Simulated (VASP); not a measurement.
# Sn (Cmce) in VASP: further runs

The runs below take Sn through single point, relaxation of cell and atoms, with PBEsol.

Everything below comes from runs of VASP 6.6.1. Logs are shortened: lines on timing, memory, paths and dates and some standing lists are left out, and cuts for length are marked.

### 1 The cell of the first run

Symmetry: Cmce, No. 64, orthorhombic system. The conventional cell has a = 6.938 Å, b = 4.585 Å, c = 9.352 Å, α = 90.00°, β = 90.00°, γ = 90.00°. Sn (site symmetry m) has 3 Sn at 2.58 to 3.38 Å within 3.4 Å.

### 2 Single point, PBEsol

INCAR

```
SYSTEM = Sn
  PREC = Accurate
  ENCUT = 520
  EDIFF = 1E-6
  ISMEAR = 0
  SIGMA = 0.1
  LREAL = .False.
  LASPH = .True.
  NELM = 100
  ALGO = Normal
  ISIF = 2
  LWAVE = .False.
  LCHARG = .False.
  GGA = PS
  NBANDS = 36
```

KPOINTS

```
regular mesh
0
Gamma
  6 6 2
  0 0 0
```

POSCAR

```
Sn
1.0
    3.4688966421     -2.2926753134      0.0000000000
    3.4688966421      2.2926753134      0.0000000000
    0.0000000000      0.0000000000      9.3523939792
Sn
4
Direct
    0.8500000000      0.1500000000      0.1170000000
    0.6500000000      0.3500000000      0.6170000000
    0.1500000000      0.8500000000      0.8830000000
    0.3500000000      0.6500000000      0.3830000000
```

Potentials or basis: VASP PAW PBE potentials, release 64 (Sn_d).

Launch:

```console
$ cat potpaw_PBE.64/Sn_d/POTCAR > POTCAR
$ mpirun -np 1 vasp_std > vasp.out
```

OUTCAR:

```text
SYSTEM = Sn
   PREC = Accurate
   ENCUT = 520
   EDIFF = 1E-6
   ISMEAR = 0
   LREAL = .False.
   LASPH = .True.
   NELM = 100
   ISIF = 2
   GGA = PS

 ion  position               nearest neighbor table
   1  0.850  0.150  0.117-   3 2.58   4 3.38   4 3.38
   2  0.650  0.350  0.617-   4 2.58   3 3.38   3 3.38
   3  0.150  0.850  0.883-   1 2.58   2 3.38   2 3.38
   4  0.350  0.650  0.383-   2 2.58   1 3.38   1 3.38

  LATTYP: Found a base centered orthorhombic cell.
 ALAT       =     4.5853506268
 B/A-ratio  =     1.5130344109
 C/A-ratio  =     2.0396246090

  Lattice vectors:

 A1 = (  -3.4688966421,  -2.2926753134,   0.0000000000)
 A2 = (   3.4688966421,  -2.2926753134,   0.0000000000)
 A3 = (   0.0000000000,   0.0000000000,   9.3523939792)

Analysis of symmetry for initial positions (statically):
=====================================================================
 Subroutine PRICEL returns:
 Original cell was already a primitive cell.

 Routine SETGRP: Setting up the symmetry group for a
 base centered orthorhombic supercell.

 Subroutine GETGRP returns: Found  8 space group operations
 (whereof  4 operations were pure point group operations)
 out of a pool of  8 trial point group operations.

The static configuration has the point symmetry C_2h.
 The point group associated with its full space group is D_2h.

Analysis of symmetry for dynamics (positions and initial velocities):
=====================================================================
 Subroutine PRICEL returns:
 Original cell was already a primitive cell.

 Routine SETGRP: Setting up the symmetry group for a
 base centered orthorhombic supercell.

 Subroutine GETGRP returns: Found  8 space group operations
 (whereof  4 operations were pure point group operations)
 out of a pool of  8 trial point group operations.

The dynamic configuration has the point symmetry C_2h.
 The point group associated with its full space group is D_2h.

 Subroutine INISYM returns: Found  8 space group operations
 (whereof  4 operations are pure point group operations),
 and found     1 'primitive' translations

----------------------------------------------------------------------------------------

                                     Primitive cell

  volume of cell :     148.7602

  direct lattice vectors                    reciprocal lattice vectors
     3.468896642 -2.292675313  0.000000000     0.144138051 -0.218085831  0.000000000
     3.468896642  2.292675313  0.000000000     0.144138051  0.218085831  0.000000000
     0.000000000  0.000000000  9.352393979     0.000000000  0.000000000  0.106924495

  length of vectors
     4.158076960  4.158076960  9.352393979     0.261413862  0.261413862  0.106924495

  position of ions in fractional coordinates (direct lattice)
     0.850000000  0.150000000  0.117000000
     0.650000000  0.350000000  0.617000000
     0.150000000  0.850000000  0.883000000
     0.350000000  0.650000000  0.383000000

  ion indices of the primitive-cell ions
   primitive index   ion index
                 1           1
                 2           2
                 3           3
                 4           4

----------------------------------------------------------------------------------------

 KPOINTS: regular mesh

Automatic generation of k-mesh.
 Grid dimensions read from file:
 generate k-points for:    6    6    2

 Generating k-lattice:

  Cartesian coordinates                     Fractional coordinates (reciprocal lattice)
     0.024023008 -0.036347638  0.000000000     0.166666667 -0.000000000  0.000000000
     0.024023008  0.036347638  0.000000000    -0.000000000  0.166666667  0.000000000
     0.000000000  0.000000000  0.053462247     0.000000000  0.000000000  0.500000000

  Length of vectors
     0.043568977  0.043568977  0.053462247

  Shift w.r.t. Gamma in fractional coordinates (k-lattice)
     0.000000000  0.000000000  0.000000000

 Subroutine IBZKPT returns following result:
 ===========================================

 Found     26 irreducible k-points:

 Following reciprocal coordinates:
            Coordinates               Weight
  0.000000  0.000000  0.000000      1.000000
  0.166667  0.000000  0.000000      4.000000
  0.333333  0.000000  0.000000      4.000000
  0.500000 -0.000000  0.000000      2.000000
  0.166667  0.166667  0.000000      2.000000
  0.333333  0.166667  0.000000      4.000000
[... 16 lines left out ...]
  0.333333  0.333333  0.500000      2.000000
  0.500000  0.333333  0.500000      4.000000
 [... further k-points ...]
   k-points           NKPTS =     26   k-points in BZ     NKDIM =     26   number of bands    NBANDS=     36
   number of dos      NEDOS =    301   number of ions     NIONS =      4
   total plane-waves  NPLWV =  71680
   dimension x,y,z NGX =    32 NGY =   32 NGZ =   70
   dimension x,y,z NGXF=    64 NGYF=   64 NGZF=  140
   ions per type =               4
   NGX,Y,Z   is equivalent  to a cutoff of  12.79, 12.79, 12.44 a.u.
   NGXF,Y,Z  is equivalent  to a cutoff of  25.59, 25.59, 24.89 a.u.
 SYSTEM =  Sn
   PREC   = accura    normal or accurate (medium, high low for compatibility)
   ISTART =      0    job   : 0-new  1-cont  2-samecut
   ICHARG =      2    charge: 1-file 2-atom 10-const
   ISPIN  =      1    spin polarized calculation?
   LNONCOLLINEAR =      F non collinear calculations
   LSORBIT =      F    spin-orbit coupling
   LASPH  =      T    aspherical Exc in radial PAW
   ENCUT  =  520.0 eV  38.22 Ry    6.18 a.u.   7.73  7.73 17.39*2*pi/ulx,y,z
   NELM   =    100;   NELMIN=  2; NELMDL= -5     # of ELM steps
   EDIFF  = 0.1E-05   stopping-criterion for ELM
   LREAL  =      F    real-space projection
   EDIFFG = 0.1E-04   stopping-criterion for IOM
   NSW    =      0    number of steps for IOM
   IBRION =     -1    ionic relax: 0-MD 1-quasi-New 2-CG
   NFREE  =      0    steps in history (QN), initial steepest desc. (CG)
   ISIF   =      2    stress and relaxation
   ISYM   =      2    0-nonsym 1-usesym 2-fastsym
   POTIM  = 0.5000    time-step for ionic-motion
   TEBEG  =    0.0;   TEEND  =   0.0 temperature during run
   PSTRESS=    0.0 pullay stress
   NELECT =      56.0000    total number of electrons
   NUPDOWN=      -1.0000    fix difference up-down
   EMIN   =  10.00;   EMAX   =-10.00  energy-range for DOS
   EFERMI =   0.00;   METHOD = LEGACY
   ISMEAR =     0;   SIGMA  =   0.10  broadening in eV -4-tet -1-fermi 0-gaus
   EFERMI_NEDOS =   21; number of points for ismear=-14 and -15
   IALGO  =     38    algorithm
   IMIX   =      4    mixing-type and parameters
     AMIX     =   0.40;   BMIX     =  1.00
     AMIX_MAG =   1.60;   BMIX_MAG =  1.00
  volume/ion in A,a.u.               =      37.19       250.97
  Fermi-wavevector in a.u.,A,eV,Ry     =   1.182067  2.233782 19.011168  1.397281
  Thomas-Fermi vector in A             =   2.318328
   LORBIT       =      0    0 simple, 1 ext, 2 COOP (PROOUT), +10 PAW based schemes
   GGA     = PS    functional components
   LHFCALC =     F    Hartree Fock is set to
   AEXX    =    0.0000 exact exchange contribution
   IVDW    =     0    specifies the selected vdW correction
   LEPSILON=     F    determine dielectric tensor
   LRPA    =     F    only Hartree local field effects (RPA)
 non-spin polarized calculation
 Gauss-broadening in eV      SIGMA  =   0.10
  energy-cutoff  :      520.00
  volume of cell :      148.76
 maximum number of plane-waves:      4047
   NGX = 15   NGY = 15   NGZ = 35

 number of electron      55.9999978 magnetization

 Free energy of the ion-electron system (eV)
  ---------------------------------------------------
  ext. energy  EPLUGINS =         0.00000000
  ---------------------------------------------------
  free energy    TOTEN  =       -14.17067649 eV

  energy without entropy =      -14.15768675  energy(sigma->0) =      -14.16418162

 E-fermi :   4.6132     XC(G=0):  -8.9975

 val. band max:        4.5800011282   @ k =   0.5000   0.3333   0.0000
 cond. band min:       4.6838705785   @ k =   0.3333   0.3333   0.0000
 fundamental gap:      0.1038694503
 Fermi energy:         4.6131601689

 k-point     1 :       0.0000    0.0000    0.0000
  band No.  band energies     occupation
      1     -17.2254      2.00000
      2     -17.1779      2.00000
      3     -16.9681      2.00000
      4     -16.9416      2.00000
      5     -16.9392      2.00000
      6     -16.9149      2.00000
[... 28 lines left out ...]
     35       9.5352      0.00000
     36      11.1032      0.00000

 k-point     2 :       0.1667    0.0000    0.0000
  band No.  band energies     occupation
      1     -17.2211      2.00000
      2     -17.1806      2.00000
      3     -16.9626      2.00000
      4     -16.9422      2.00000
      5     -16.9395      2.00000
      6     -16.9163      2.00000
[... 28 lines left out ...]
     35       9.9916      0.00000
     36      10.7145      0.00000

 k-point     3 :       0.3333    0.0000    0.0000
  band No.  band energies     occupation
      1     -17.2106      2.00000
      2     -17.1879      2.00000
      3     -16.9490      2.00000
      4     -16.9432      2.00000
      5     -16.9410      2.00000
      6     -16.9218      2.00000
[... 28 lines left out ...]
     35       9.8353      0.00000
     36       9.8766      0.00000

 k-point     4 :       0.5000   -0.0000    0.0000
  band No.  band energies     occupation
      1     -17.1985      2.00000
      2     -17.1985      2.00000
      3     -16.9428      2.00000
      4     -16.9428      2.00000
      5     -16.9333      2.00000
      6     -16.9333      2.00000
[... 28 lines left out ...]
     35       9.5560      0.00000
     36       9.5560      0.00000

 k-point     5 :       0.1667    0.1667    0.0000
  band No.  band energies     occupation
      1     -17.2252      2.00000
      2     -17.1776      2.00000
      3     -16.9679      2.00000
      4     -16.9436      2.00000
      5     -16.9375      2.00000
      6     -16.9147      2.00000
[... 655 lines left out ...]
 k-point    22 :      -0.1667    0.1667    0.5000
  band No.  band energies     occupation
      1     -17.1996      2.00000
      2     -17.1996      2.00000
      3     -16.9415      2.00000
      4     -16.9415      2.00000
      5     -16.9367      2.00000
      6     -16.9367      2.00000
[... 28 lines left out ...]
     35      11.4409      0.00000
     36      11.4622      0.00000

 k-point    23 :       0.3333    0.3333    0.5000
  band No.  band energies     occupation
      1     -17.2018      2.00000
      2     -17.2018      2.00000
      3     -16.9433      2.00000
      4     -16.9433      2.00000
      5     -16.9419      2.00000
      6     -16.9419      2.00000
[... 28 lines left out ...]
     35       9.1149      0.00000
     36       9.1149      0.00000

 k-point    24 :       0.5000    0.3333    0.5000
  band No.  band energies     occupation
      1     -17.2008      2.00000
      2     -17.2008      2.00000
      3     -16.9429      2.00000
      4     -16.9429      2.00000
      5     -16.9407      2.00000
      6     -16.9407      2.00000
[... 28 lines left out ...]
     35       9.8705      0.00000
     36       9.8705      0.00000

 [... further k-points ...]
[... 5 lines left out ...]
  --------------------------------------------------------------------------------------
  -------------------------------------------------------------------------------------
  Total       -6.3249299     -2.3665362      1.8088245      0.0000000      0.0000000      0.0000000
  in kB      -68.1207775    -25.4880748     19.4814070      0.0000000      0.0000000      0.0000000
  external PRESSURE =     -24.7091484 kB  Pullay stress =       0.0000000 kB

 VOLUME and BASIS-vectors are now :
 -----------------------------------------------------------------------------
  energy-cutoff  :      520.00
  volume of cell :      148.76
      direct lattice vectors                 reciprocal lattice vectors
     3.468896642 -2.292675313  0.000000000     0.144138051 -0.218085831  0.000000000
     3.468896642  2.292675313  0.000000000     0.144138051  0.218085831  0.000000000
     0.000000000  0.000000000  9.352393979     0.000000000  0.000000000  0.106924495

 POSITION                                       TOTAL-FORCE (eV/Angst)
 -----------------------------------------------------------------------------------
      3.46890     -1.60487      1.09423         0.000000      1.427626      2.305743
      3.46890     -0.68780      5.77043         0.000000     -1.427626      2.305743
      3.46890      1.60487      8.25816         0.000000     -1.427626     -2.305743
      3.46890      0.68780      3.58197         0.000000      1.427626     -2.305743
 -----------------------------------------------------------------------------------
    total drift:                                0.000000     -0.000000      0.000000

  FREE ENERGIE OF THE ION-ELECTRON SYSTEM (eV)
  ---------------------------------------------------
  free  energy   TOTEN  =       -14.1706764900 eV

  energy  without entropy=      -14.1576867535  energy(sigma->0) =      -14.16418162
```

Wall time 78 s (1 thread of Intel Xeon Platinum 8488C (Sapphire Rapids), shared host); peak memory 0.3 GiB.

Results:

* Free energy: -14.1707 eV
* Pressure: -2.5 GPa
* Largest force: 2.712 eV/Å
* Band gap on the k mesh: zero (band 28 reaches 6.50 eV, above the bottom of band 29 at 3.62 eV)

Forces in eV/Å, atoms in the order of the input:
```
Sn   0.000  1.428  2.306
Sn   0.000 -1.428  2.306
Sn   0.000 -1.428 -2.306
Sn   0.000  1.428 -2.306
```

Caveat: the PAW data sets were made with another functional, which shifts forces and pressure a little; spin-orbit coupling is left out, which moves the levels of the heavy elements.

### 3 Single point, PBEsol

This run uses another cell than the first one, of 37.35 Å³/atom, 1.004 times its volume.

INCAR

```
SYSTEM = Sn
ALGO = Fast
EDIFF = 1E-6
ENCUT = 520
GGA = PS
ISIF = 2
ISMEAR = 0
LASPH = .TRUE.
LCHARG = .TRUE.
LELF = .TRUE.
LREAL = .FALSE.
LVHAR = .TRUE.
LWAVE = .FALSE.
NBANDS = 36
NELM = 100
PREC = Accurate
SIGMA = 0.1
```

KPOINTS

```
k-points
0
G
  4 4 4
  0 0 0
```

POSCAR

```
Sn
1.0
    2.8023520570     -4.7494670463      0.0000000000
    2.8023520570      4.7494670463      0.0000000000
    0.0000000000      0.0000000000      5.6121593260
Sn
4
Direct
    0.1525000000      0.8475000000      0.0785000000
    0.6525000000      0.3475000000      0.4215000000
    0.8475000000      0.1525000000      0.9215000000
    0.3475000000      0.6525000000      0.5785000000
```

Potentials or basis: VASP PAW PBE potentials, release 64 (Sn_d).

Launch:

```console
$ cat potpaw_PBE.64/Sn_d/POTCAR > POTCAR
$ mpirun -np 1 vasp_std > vasp.out
```

It took 90 s on 1 thread of Intel Xeon Platinum 8488C (Sapphire Rapids), shared host; peak memory 0.29 GiB.

The run converged. Its results:

* Free energy: -15.9524 eV
* Pressure: -5.4 GPa
* Largest force: 0.636 eV/Å
* Band gap on the k mesh: zero (band 28 reaches 5.17 eV, above the bottom of band 29 at 4.14 eV)

Forces in eV/Å, atoms in the order of the input:
```
Sn   0.000 -0.600  0.212
Sn   0.000 -0.600 -0.212
Sn   0.000  0.600 -0.212
Sn   0.000  0.600  0.212
```

Stress tensor (GPa, compression positive):
```
-5.75  0.00  0.00
 0.00 -4.56  0.00
 0.00  0.00 -6.01
```

Levels at points of the mesh, in eV from the Fermi level:
```tsv
k point	band 25	band 26	band 27	band 28	band 29	band 30	band 31	band 32
(0.00, 0.00, 0.00)	-2.26	-2.03	-1.60	-0.59	-0.46	1.03	2.00	2.62
(0.50, 0.00, 0.00)	-2.12	-2.12	-1.05	-1.05	0.52	0.52	2.08	2.08
(0.50, 0.50, 0.00)	-3.16	-2.24	-0.62	-0.35	-0.08	1.01	1.24	1.34
(0.00, 0.00, 0.50)	-1.75	-1.75	-1.25	-1.25	-0.02	-0.02	1.42	1.42
(0.50, 0.00, 0.50)	-2.38	-2.38	-1.51	-1.51	2.63	2.63	2.67	2.67
(0.50, 0.50, 0.50)	-2.11	-2.11	-1.95	-1.95	1.75	1.75	2.74	2.74
```

Caveat: the PAW data sets were made with another functional, which shifts forces and pressure a little; spin-orbit coupling is left out, which moves the levels of the heavy elements.

### 4 Single point, PBEsol

This run uses another cell than the first one, of 31.20 Å³/atom, 0.839 times its volume.

INCAR

```
SYSTEM = Sn
PREC     = Accurate       ! precision mode
ENCUT    = 520            ! plane-wave cutoff, eV
EDIFF    = 1E-6           ! SCF threshold, eV
ISMEAR   = 0              ! smearing method
SIGMA    = 0.1            ! smearing width, eV
LREAL    = .FALSE.        ! projectors in reciprocal space
LASPH    = .TRUE.         ! aspherical terms in the spheres
NELM     = 60             ! most SCF steps
ALGO     = Normal         ! electronic algorithm
ISIF     = 2              ! what is computed and relaxed
LWAVE    = .FALSE.        ! write WAVECAR
LCHARG   = .FALSE.        ! write CHGCAR
GGA      = PS             ! functional
NBANDS   = 36             ! bands
```

KPOINTS

```
Automatic mesh
0
G
  4 4 4
  0 0 0
```

POSCAR

```
Sn
1.0
    2.6774110487     -4.3852088765      0.0000000000
    2.6774110487      4.3852088765      0.0000000000
    0.0000000000      0.0000000000      5.3140310675
Sn
4
Direct
    0.1604765030      0.8395234970      0.0937336295
    0.6604765030      0.3395234970      0.4062663705
    0.8395234970      0.1604765030      0.9062663705
    0.3395234970      0.6604765030      0.5937336295
```

Launch:

```console
$ cat potpaw_PBE.64/Sn_d/POTCAR > POTCAR
$ mpirun -np 1 vasp_std > vasp.out
```

Wall time 53 s (1 thread of Intel Xeon Platinum 8488C (Sapphire Rapids), shared host); peak memory 0.26 GiB.

The run converged. Its results:

- Free energy: -16.5900 eV
- Pressure: -0.1 GPa
- Largest force: 0.024 eV/Å
- Band gap on the k mesh: zero (band 28 reaches 7.20 eV, above the bottom of band 29 at 5.62 eV)

Forces on the atoms (eV/Å):
```
Sn   0.000  0.022  0.009
Sn   0.000  0.022 -0.009
Sn   0.000 -0.022 -0.009
Sn   0.000 -0.022  0.009
```

Stress tensor (GPa, compression positive):
```
-0.15  0.00  0.00
 0.00 -0.28  0.00
 0.00  0.00  0.00
```

Levels at points of the mesh, in eV from the Fermi level:
| k point | band 24 | band 25 | band 26 | band 27 | band 28 | band 29 | band 30 | band 31 | band 32 | band 33 |
| --- | --- | --- | --- | --- | --- | --- | --- | --- | --- | --- |
| (0.00, 0.00, 0.00) | -4.92 | -3.07 | -1.87 | -1.28 | -0.93 | -0.53 | 1.23 | 2.24 | 2.48 | 3.58 |
| (0.50, 0.00, 0.00) | -5.42 | -2.81 | -2.81 | -1.13 | -1.13 | 1.09 | 1.09 | 2.41 | 2.41 | 3.60 |
| (0.50, 0.50, 0.00) | -4.29 | -4.03 | -2.89 | -0.65 | -0.31 | -0.25 | 1.19 | 1.23 | 1.27 | 4.40 |
| (0.00, 0.00, 0.50) | -3.95 | -1.84 | -1.84 | -1.65 | -1.65 | -0.20 | -0.20 | 2.02 | 2.02 | 2.13 |
| (0.50, 0.00, 0.50) | -7.20 | -2.65 | -2.65 | -1.31 | -1.31 | 3.14 | 3.14 | 3.47 | 3.47 | 4.31 |
| (0.50, 0.50, 0.50) | -6.41 | -2.74 | -2.74 | -2.60 | -2.60 | 2.55 | 2.55 | 3.58 | 3.58 | 5.14 |

Caveat: the PAW data sets were made with another functional, which shifts forces and pressure a little; spin-orbit coupling is left out, which moves the levels of the heavy elements.

[end of part 1 of 2]
